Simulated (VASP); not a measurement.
Here is a VASP 6.6.1 calculation.

Contents of INCAR:

```
  PREC = Accurate
  ENCUT = 520
  EDIFF = 1E-6
  ISMEAR = 0
  SIGMA = 0.15
  LREAL = F
  LASPH = T
  NELM = 80
  ALGO = Normal
  ISIF = 2
  LWAVE = F
  LCHARG = T
  GGA = PS
  LELF = T
  LVHAR = T
  NBANDS = 36
```

KPOINTS

```
regular mesh
0
Gamma
  12 12 12
```

Contents of POSCAR:

```
TiO
1.0
    4.0335084229     -0.0403350842      0.0000000000
   -0.0403350842      4.0335084229      0.0000000000
    0.0000000000      0.0000000000      4.0335084229
Ti O
3 3
Direct
    0.5000000000      0.5000000000      0.0000000000
    0.0000000000      0.5000000000      0.5000000000
    0.5000000000      0.0000000000      0.5000000000
    0.0000000000      0.5000000000      0.0000000000
    0.5000000000      0.0000000000      0.0000000000
    0.0000000000      0.0000000000      0.5000000000
```

Potentials or basis: VASP PAW PBE potentials, release 64 (Ti_sv, O).

Run with:

```console
$ cat potpaw_PBE.64/Ti_sv/POTCAR potpaw_PBE.64/O/POTCAR > POTCAR
$ mpirun -np 1 vasp_std > vasp.out
```

Task: Estimate the band gap on the k mesh.

Result: Zero (band 27 reaches 8.78 eV, above the bottom of band 28 at 6.80 eV).

Task: Predict the pressure.

Result: 0.5 GPa.

Stress tensor (GPa, compression positive):
```
0.47 1.05 0.00
1.05 0.47 0.00
0.00 0.00 0.52
```

Caveat: the cell differs from its parent crystal (strain -0.0200 x Voigt [0, 0, 0, 0, 0, 1]); the PAW data sets were made with another functional, which shifts forces and pressure a little; semilocal functionals often make such compounds metallic where correlation or magnetic order opens a gap, which also shifts bond lengths.
